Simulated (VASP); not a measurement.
# KP3 (R-3m) in VASP: a series of runs

Runs on KP3. Level: PBE. Tasks: single point.

Everything below comes from runs of VASP 6.6.1. Logs are shortened: lines on timing, memory, paths and dates and some standing lists are left out, and cuts for length are marked.

### Step 1. The cell of the first run

It takes space group R-3m (No. 166, trigonal). Conventional cell: a = 7.680 Å, b = 7.680 Å, c = 10.820 Å, α = 90.00°, β = 90.00°, γ = 120.00°. K (site symmetry 3m) has 6 P at 2.72 to 3.10 Å within 3.6 Å. P (site symmetry m) has 2 P at 2.30 Å and 2 K at 2.72 to 3.10 Å within 3.2 Å.

### Step 2. Single point, PBE

INCAR reads:

```
SYSTEM = KP3
PREC = Accurate
ENCUT = 520
EDIFF = 1E-6
ISMEAR = 0
SIGMA = 0.1
LREAL = .False.
LASPH = .True.
NELM = 60
ALGO = Normal
ISIF = 2
LWAVE = .False.
LCHARG = .False.
GGA = PE
NBANDS = 34
```

KPOINTS reads:

```
Automatic mesh
0
Gamma
  3 3 3
  0 0 0
```

POSCAR reads:

```
KP3
1.0
    3.8402018097      2.2171415485      3.6067064453
   -3.8402018097      2.2171415485      3.6067064453
    0.0000000000     -4.4342830971      3.6067064453
K P
2 6
Direct
    0.2690000000      0.2690000000      0.2690000000
    0.7310000000      0.7310000000      0.7310000000
    0.7970000000      0.2520000000      0.7970000000
    0.7970000000      0.7970000000      0.2520000000
    0.2520000000      0.7970000000      0.7970000000
    0.2030000000      0.7480000000      0.2030000000
    0.7480000000      0.2030000000      0.2030000000
    0.2030000000      0.2030000000      0.7480000000
```

Potentials or basis: VASP PAW PBE potentials, release 64 (K_sv, P).

Launch:

```bash
cat potpaw_PBE.64/K_sv/POTCAR potpaw_PBE.64/P/POTCAR > POTCAR
mpirun -np 1 vasp_std > vasp.out
```

OUTCAR:

```text
SYSTEM = KP3
   PREC = Accurate
   ENCUT = 520
   EDIFF = 1E-6
   ISMEAR = 0
   LREAL = .False.
   LASPH = .True.
   NELM = 60
   ISIF = 2
   GGA = PE

 ion  position               nearest neighbor table
   1  0.269  0.269  0.269-   8 2.72   7 2.72   6 2.72   6 3.10   7 3.10   8 3.10
   2  0.731  0.731  0.731-   4 2.72   3 2.72   5 2.72   3 3.10   5 3.10   4 3.10
   3  0.797  0.252  0.797-   7 2.30   8 2.30   2 2.72   2 3.10
   4  0.797  0.797  0.252-   6 2.30   7 2.30   2 2.72   2 3.10
   5  0.252  0.797  0.797-   6 2.30   8 2.30   2 2.72   2 3.10
   6  0.203  0.748  0.203-   5 2.30   4 2.30   1 2.72   1 3.10
   7  0.748  0.203  0.203-   3 2.30   4 2.30   1 2.72   1 3.10
   8  0.203  0.203  0.748-   3 2.30   5 2.30   1 2.72   1 3.10

  LATTYP: Found a trigonal (rhomboedric) cell.
 ALAT       =     5.7158724590
 COS(alpha) =     0.0972384941

  Lattice vectors:

 A1 = (   3.8402018097,   2.2171415485,   3.6067064453)
 A2 = (  -3.8402018097,   2.2171415485,   3.6067064453)
 A3 = (   0.0000000000,  -4.4342830971,   3.6067064453)

Analysis of symmetry for initial positions (statically):
=====================================================================
 Subroutine PRICEL returns:
 Original cell was already a primitive cell.

 Routine SETGRP: Setting up the symmetry group for a
 trigonal (rhombohedral) supercell.

 Subroutine GETGRP returns: Found 12 space group operations
 (whereof 12 operations were pure point group operations)
 out of a pool of 12 trial point group operations.

The static configuration has the point symmetry D_3d.

Analysis of symmetry for dynamics (positions and initial velocities):
=====================================================================
 Subroutine PRICEL returns:
 Original cell was already a primitive cell.

 Routine SETGRP: Setting up the symmetry group for a
 trigonal (rhombohedral) supercell.

 Subroutine GETGRP returns: Found 12 space group operations
 (whereof 12 operations were pure point group operations)
 out of a pool of 12 trial point group operations.

The dynamic configuration has the point symmetry D_3d.

 Subroutine INISYM returns: Found 12 space group operations
 (whereof 12 operations are pure point group operations),
 and found     1 'primitive' translations

----------------------------------------------------------------------------------------

                                     Primitive cell

  volume of cell :     184.2509

  direct lattice vectors                    reciprocal lattice vectors
     3.840201810  2.217141548  3.606706445     0.130201491  0.075171866  0.092420422
    -3.840201810  2.217141548  3.606706445    -0.130201491  0.075171866  0.092420422
     0.000000000 -4.434283097  3.606706445     0.000000000 -0.150343731  0.092420422

  length of vectors
     5.715872459  5.715872459  5.715872459     0.176478815  0.176478815  0.176478815

  position of ions in fractional coordinates (direct lattice)
     0.269000000  0.269000000  0.269000000
     0.731000000  0.731000000  0.731000000
     0.797000000  0.252000000  0.797000000
     0.797000000  0.797000000  0.252000000
     0.252000000  0.797000000  0.797000000
     0.203000000  0.748000000  0.203000000
     0.748000000  0.203000000  0.203000000
     0.203000000  0.203000000  0.748000000

  ion indices of the primitive-cell ions
   primitive index   ion index
                 1           1
                 2           2
                 3           3
                 4           4
                 5           5
                 6           6
                 7           7
                 8           8

----------------------------------------------------------------------------------------

 KPOINTS: Automatic mesh

Automatic generation of k-mesh.
 Grid dimensions read from file:
 generate k-points for:    3    3    3

 Generating k-lattice:

  Cartesian coordinates                     Fractional coordinates (reciprocal lattice)
     0.043400497  0.025057289  0.030806807     0.333333333 -0.000000000  0.000000000
    -0.043400497  0.025057289  0.030806807    -0.000000000  0.333333333  0.000000000
     0.000000000 -0.050114577  0.030806807     0.000000000  0.000000000  0.333333333

  Length of vectors
     0.058826272  0.058826272  0.058826272

  Shift w.r.t. Gamma in fractional coordinates (k-lattice)
     0.000000000  0.000000000  0.000000000

 Subroutine IBZKPT returns following result:
 ===========================================

 Found      6 irreducible k-points:

 Following reciprocal coordinates:
            Coordinates               Weight
  0.000000  0.000000  0.000000      1.000000
  0.333333 -0.000000  0.000000      6.000000
  0.333333  0.333333  0.000000      6.000000
 -0.333333  0.333333  0.000000      6.000000
  0.333333  0.333333  0.333333      2.000000
 -0.333333  0.333333  0.333333      6.000000
   k-points           NKPTS =      6   k-points in BZ     NKDIM =      6   number of bands    NBANDS=     34
   number of dos      NEDOS =    301   number of ions     NIONS =      8
   total plane-waves  NPLWV = 110592
   dimension x,y,z NGX =    48 NGY =   48 NGZ =   48
   dimension x,y,z NGXF=    96 NGYF=   96 NGZF=   96
   ions per type =               2   6
   NGX,Y,Z   is equivalent  to a cutoff of  13.96, 13.96, 13.96 a.u.
   NGXF,Y,Z  is equivalent  to a cutoff of  27.92, 27.92, 27.92 a.u.
 SYSTEM =  KP3
   PREC   = accura    normal or accurate (medium, high low for compatibility)
   ISTART =      0    job   : 0-new  1-cont  2-samecut
   ICHARG =      2    charge: 1-file 2-atom 10-const
   ISPIN  =      1    spin polarized calculation?
   LNONCOLLINEAR =      F non collinear calculations
   LSORBIT =      F    spin-orbit coupling
   LASPH  =      T    aspherical Exc in radial PAW
   ENCUT  =  520.0 eV  38.22 Ry    6.18 a.u.  10.63 10.63 10.63*2*pi/ulx,y,z
   NELM   =     60;   NELMIN=  2; NELMDL= -5     # of ELM steps
   EDIFF  = 0.1E-05   stopping-criterion for ELM
   LREAL  =      F    real-space projection
   EDIFFG = 0.1E-04   stopping-criterion for IOM
   NSW    =      0    number of steps for IOM
   IBRION =     -1    ionic relax: 0-MD 1-quasi-New 2-CG
   NFREE  =      0    steps in history (QN), initial steepest desc. (CG)
   ISIF   =      2    stress and relaxation
   ISYM   =      2    0-nonsym 1-usesym 2-fastsym
   POTIM  = 0.5000    time-step for ionic-motion
   TEBEG  =    0.0;   TEEND  =   0.0 temperature during run
   PSTRESS=    0.0 pullay stress
   NELECT =      48.0000    total number of electrons
   NUPDOWN=      -1.0000    fix difference up-down
   EMIN   =  10.00;   EMAX   =-10.00  energy-range for DOS
   EFERMI =   0.00;   METHOD = LEGACY
   ISMEAR =     0;   SIGMA  =   0.10  broadening in eV -4-tet -1-fermi 0-gaus
   EFERMI_NEDOS =   21; number of points for ismear=-14 and -15
   IALGO  =     38    algorithm
   IMIX   =      4    mixing-type and parameters
     AMIX     =   0.40;   BMIX     =  1.00
     AMIX_MAG =   1.60;   BMIX_MAG =  1.00
  volume/ion in A,a.u.               =      23.03       155.42
  Fermi-wavevector in a.u.,A,eV,Ry     =   1.045567  1.975836 14.874044  1.093211
  Thomas-Fermi vector in A             =   2.180369
   LORBIT       =      0    0 simple, 1 ext, 2 COOP (PROOUT), +10 PAW based schemes
   GGA     = PE    functional components
   LHFCALC =     F    Hartree Fock is set to
   AEXX    =    0.0000 exact exchange contribution
   IVDW    =     0    specifies the selected vdW correction
   LEPSILON=     F    determine dielectric tensor
   LRPA    =     F    only Hartree local field effects (RPA)
 non-spin polarized calculation
 Gauss-broadening in eV      SIGMA  =   0.10
  energy-cutoff  :      520.00
  volume of cell :      184.25
 maximum number of plane-waves:      4993
 NGX is ok and might be reduce to    42
   NGX = 21   NGY = 21   NGZ = 21

 number of electron      48.0000001 magnetization

 Free energy of the ion-electron system (eV)
  ---------------------------------------------------
  ext. energy  EPLUGINS =         0.00000000
  ---------------------------------------------------
  free energy    TOTEN  =       -30.80909435 eV

  energy without entropy =      -30.76155264  energy(sigma->0) =      -30.78532350

 E-fermi :   3.3760     XC(G=0):  -9.0715

 val. band max:        3.2959333850   @ k =   0.3333  -0.0000   0.0000
 cond. band min:       3.3878345210   @ k =  -0.3333   0.3333   0.0000
 fundamental gap:      0.0919011359
 Fermi energy:         3.3760344839

 k-point     1 :       0.0000    0.0000    0.0000
  band No.  band energies     occupation
      1     -25.9170      2.00000
      2     -25.9107      2.00000
      3      -9.7265      2.00000
      4      -9.7265      2.00000
      5      -9.6786      2.00000
      6      -9.6786      2.00000
[... 26 lines left out ...]
     33       8.7760      0.00000
     34       9.5926      0.00000

 k-point     2 :       0.3333   -0.0000    0.0000
  band No.  band energies     occupation
      1     -25.9151      2.00000
      2     -25.9118      2.00000
      3     -10.0382      2.00000
      4      -9.7947      2.00000
      5      -9.7380      2.00000
      6      -9.6674      2.00000
[... 26 lines left out ...]
     33       8.6594      0.00000
     34       9.0916      0.00000

 k-point     3 :       0.3333    0.3333    0.0000
  band No.  band energies     occupation
      1     -25.9145      2.00000
      2     -25.9118      2.00000
      3     -10.0902      2.00000
      4      -9.9418      2.00000
      5      -9.6786      2.00000
      6      -9.6736      2.00000
[... 26 lines left out ...]
     33       8.3421      0.00000
     34       9.2822      0.00000

 k-point     4 :      -0.3333    0.3333    0.0000
  band No.  band energies     occupation
      1     -25.9134      2.00000
      2     -25.9129      2.00000
      3     -10.1489      2.00000
      4      -9.8904      2.00000
      5      -9.7371      2.00000
      6      -9.6467      2.00000
[... 26 lines left out ...]
     33       8.4730      0.00000
     34       8.4894      0.00000

 k-point     5 :       0.3333    0.3333    0.3333
  band No.  band energies     occupation
      1     -25.9143      2.00000
      2     -25.9113      2.00000
      3      -9.9908      2.00000
      4      -9.8510      2.00000
      5      -9.8510      2.00000
      6      -9.7408      2.00000
[... 26 lines left out ...]
     33       8.8241      0.00000
     34       9.5519      0.00000

 k-point     6 :      -0.3333    0.3333    0.3333
  band No.  band energies     occupation
      1     -25.9133      2.00000
      2     -25.9123      2.00000
      3     -10.1209      2.00000
      4      -9.8955      2.00000
      5      -9.8089      2.00000
      6      -9.7045      2.00000
[... 26 lines left out ...]
     33       9.0736      0.00000
     34       9.2598      0.00000

------------------------ aborting loop because EDIFF is reached ----------------------------------------

  FORCE on cell =-STRESS in cart. coord.  units (eV):
  Direction    XX          YY          ZZ          XY          YZ          ZX
  --------------------------------------------------------------------------------------
  -------------------------------------------------------------------------------------
  Total        5.4416526      5.4416526      4.7681851      0.0000000     -0.0000000     -0.0000000
  in kB       47.3185995     47.3185995     41.4623748      0.0000000     -0.0000000     -0.0000000
  external PRESSURE =      45.3665246 kB  Pullay stress =       0.0000000 kB

 VOLUME and BASIS-vectors are now :
 -----------------------------------------------------------------------------
  energy-cutoff  :      520.00
  volume of cell :      184.25
      direct lattice vectors                 reciprocal lattice vectors
     3.840201810  2.217141548  3.606706445     0.130201491  0.075171866  0.092420422
    -3.840201810  2.217141548  3.606706445    -0.130201491  0.075171866  0.092420422
     0.000000000 -4.434283097  3.606706445     0.000000000 -0.150343731  0.092420422

 POSITION                                       TOTAL-FORCE (eV/Angst)
 -----------------------------------------------------------------------------------
      0.00000     -0.00000      2.91061         0.000000      0.000000     -1.473718
      0.00000     -0.00000      7.90951         0.000000     -0.000000      1.473718
      2.09291     -1.20834      6.65798         1.932062     -1.115476      0.277750
      0.00000      2.41668      6.65798         0.000000      2.230953      0.277750
     -2.09291     -1.20834      6.65798        -1.932062     -1.115476      0.277750
     -2.09291      1.20834      4.16214        -1.932062      1.115476     -0.277750
      2.09291      1.20834      4.16214         1.932062      1.115476     -0.277750
      0.00000     -2.41668      4.16214         0.000000     -2.230953     -0.277750
 -----------------------------------------------------------------------------------
    total drift:                               -0.000000     -0.000000      0.000000

  FREE ENERGIE OF THE ION-ELECTRON SYSTEM (eV)
  ---------------------------------------------------
  free  energy   TOTEN  =       -30.8090943514 eV

  energy  without entropy=      -30.7615526421  energy(sigma->0) =      -30.78532350
```

Run time: 20 s. Hardware: 1 thread of Intel Xeon 6975P-C (Granite Rapids), shared host; peak memory 0.31 GiB.

What came out:

* Free energy: -30.8091 eV
* Pressure: 4.5 GPa
* Largest force: 2.248 eV/Å

Forces in eV/Å, atoms in the order of the input:
```
K    0.000  0.000 -1.474
K    0.000  0.000  1.474
P    1.932 -1.115  0.278
P    0.000  2.231  0.278
P   -1.932 -1.115  0.278
P   -1.932  1.115 -0.278
P    1.932  1.115 -0.278
P    0.000 -2.231 -0.278
```

Stress tensor (GPa, compression positive):
```
4.73 0.00 0.00
0.00 4.73 0.00
0.00 0.00 4.15
```

Caveat: the k points lie up to 0.37 Å⁻¹ apart; forces of over 1 eV/Å act on the atoms, so gaps and moduli don't describe the material at rest.

(Part 1 of 2 ends here.)
